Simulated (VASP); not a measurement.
Here is a VASP 6.6.1 calculation.

The input INCAR:

```
SYSTEM = Ca3AsP
ALGO = Normal
EDIFF = 1E-6
ENCUT = 520
GGA = PE
ISIF = 2
ISMEAR = -1
LASPH = .TRUE.
LCHARG = .FALSE.
LREAL = .FALSE.
LWAVE = .FALSE.
NBANDS = 28
NELM = 80
PREC = Accurate
SIGMA = 0.05
```

KPOINTS

```
k-points
0
G
  5 5 5
  0 0 0
```

POSCAR

```
Ca3AsP
1.0
    5.3299278757      0.0000000000      0.0000000000
    0.0000000000      5.3299278757      0.0000000000
    0.0000000000      0.0000000000      5.3299278757
As Ca P
1 3 1
Direct
    0.0000000000      0.0000000000      0.0000000000
    0.5000000000      0.5000000000      0.0000000000
    0.5000000000      0.0000000000      0.5000000000
    0.0000000000      0.5000000000      0.5000000000
    0.5000000000      0.5000000000      0.5000000000
```

Potentials or basis: VASP PAW PBE potentials, release 64 (As, Ca_sv, P).

Run with:

```console
$ cat potpaw_PBE.64/As/POTCAR potpaw_PBE.64/Ca_sv/POTCAR potpaw_PBE.64/P/POTCAR > POTCAR
$ mpirun -np 1 vasp_std > vasp.out
```

Task: Estimate the pressure.

Result: 0.1 GPa.

Task: Predict the band gap on the k mesh.

Result: 0.19 eV.
